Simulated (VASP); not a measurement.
A run of VASP 6.6.1 is set up as follows.

INCAR

```
SYSTEM = TaN
PREC = Accurate ; ENCUT = 520
EDIFF = 1E-7 ; ISMEAR = -1
SIGMA = 0.08 ; LREAL = .False.
LASPH = .True. ; NELM = 100
ALGO = Normal ; ISIF = 2
LWAVE = .False. ; LCHARG = .False.
GGA = PE ; NBANDS = 15
```

Contents of KPOINTS:

```
Automatic mesh
0
Gamma
  16 16 16
  0 0 0
```

POSCAR

```
TaN
1.0
    2.4641851431      0.0000000000      0.0000000000
    0.0000000000      2.4641851431      0.0000000000
    0.0000000000      0.0000000000      2.4641851431
Ta N
1 1
Direct
    0.0000000000      0.0000000000      0.0000000000
    0.5000000000      0.5000000000      0.5000000000
```

Potentials or basis: VASP PAW PBE potentials, release 64 (Ta_pv, N).

Run with:

```bash
$ cat potpaw_PBE.64/Ta_pv/POTCAR potpaw_PBE.64/N/POTCAR > POTCAR
$ mpirun -np 1 vasp_std > vasp.out
```

Question: Predict the band gap on the k mesh.

Answer: Zero (bands 8 and 9 overlap by 12.57 eV).

Question: What does it give for the pressure?

Answer: 214.6 GPa.

Caveat: the cell stands under pressure; spin-orbit coupling is left out, which moves the levels of the heavy elements.
